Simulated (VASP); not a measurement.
Write the native input for VASP 6.6.1 that does the following.

| Item | Value |
| --- | --- |
| Task | single point |
| Functional | PBEsol |
| Potentials or basis | VASP PAW PBE potentials, release 64 (Al, O) |
| Cutoff | 520 eV |
| k mesh | 11 × 11 × 3 |
| Occupations | fermi-dirac, width 0.05 eV |
| Spin | no spin polarisation |
| Dipole correction | no |
| Further INCAR settings | ALGO = Normal; EDIFF = 1e-06; NBANDS = 20 |

The structure of Al2O3 lies in POSCAR:

```
Al2O3
1.0
    2.8453428055      0.0000000000      0.0000000000
   -1.4226714028      2.4641391521      0.0000000000
    0.0000000000      0.0000000000      9.2105666337
Al O
2 3
Direct
    0.0000000000      0.0000000000      0.8500076700
    0.0000000000      0.0000000000      0.1499923300
    0.3333333333      0.6666666667      0.7776830800
    0.6666666667      0.3333333333      0.0000000000
    0.3333333333      0.6666666667      0.2223169200
```

The input as run:

INCAR

```
  PREC = Accurate
  ENCUT = 520
  EDIFF = 1E-6
  ISMEAR = -1
  SIGMA = 0.05
  LREAL = F
  LASPH = T
  NELM = 80
  ALGO = Normal
  ISIF = 2
  LWAVE = F
  LCHARG = T
  GGA = PS
  LELF = T
  LVHAR = T
  NBANDS = 20
```

KPOINTS

```
regular mesh
0
Gamma
  11 11 3
```

Potentials or basis: VASP PAW PBE potentials, release 64 (Al, O).

Launch:

```console
$ cat potpaw_PBE.64/Al/POTCAR potpaw_PBE.64/O/POTCAR > POTCAR
$ mpirun -np 1 vasp_std > vasp.out
```

It gave:

```yaml
Pressure: 3.4 GPa
Largest_force: 0.355 eV/Å
Band_gap_on_the_k_mesh: 5.10 eV (least direct gap 5.37 eV)
```

Caveat: the cell stands under pressure; the PAW data sets were made with another functional, which shifts forces and pressure a little; an odd mesh through Γ misses points on the zone boundary, where band edges can lie.

Run time: 78 s on 1 thread of Intel Xeon 8259CL, on a shared host, peak memory 0.19 GiB.
